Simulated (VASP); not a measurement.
Wanted: the native input for a VASP 6.6.1 run.

```yaml
Task: single point
Functional: RPBE
Potentials_or_basis: VASP PAW PBE potentials, release 64 (Sr_sv)
Cutoff: 520 eV
k_mesh: 14 × 14 × 10
Occupations: fermi-dirac, width 0.1 eV
Spin: no spin polarisation
Dipole_correction: no
Further_INCAR_settings: ALGO = Normal; EDIFF = 1e-07; NBANDS = 17
```

The structure of Sr lies in POSCAR:

```
Sr
1.0
   -3.6617993999      3.6630273023      1.9713920710
    3.6630273023     -3.6617993999      1.9713920710
    3.6625675141      3.6625675141     -1.9691431654
Sr
2
Direct
    0.0000652337      0.9999347663      0.0000000000
    0.7499347663      0.2500652337      0.5000000000
```

One way to write it, as run:

INCAR

```
PREC = Accurate ; ENCUT = 520
EDIFF = 1E-7 ; ISMEAR = -1
SIGMA = 0.1 ; LREAL = False
LASPH = True ; NELM = 100
ALGO = Normal ; ISIF = 2
LWAVE = False ; LCHARG = False
GGA = RP ; NBANDS = 17
```

KPOINTS

```
regular mesh
0
Gamma
  14 14 10
```

Potentials or basis: VASP PAW PBE potentials, release 64 (Sr_sv).

Run with:

```bash
$ cat potpaw_PBE.64/Sr_sv/POTCAR > POTCAR
$ mpirun -np 1 vasp_std > vasp.out
```

Results of the run:

```yaml
Pressure: 1.2 GPa
Band_gap_on_the_k_mesh: zero (bands 10 and 11 overlap by 0.62 eV)
```

Caveat: the PAW data sets were made with another functional, which shifts forces and pressure a little.

Wall time 23 min on 1 thread of Intel Xeon 8259CL, on a shared host, peak memory 0.89 GiB.
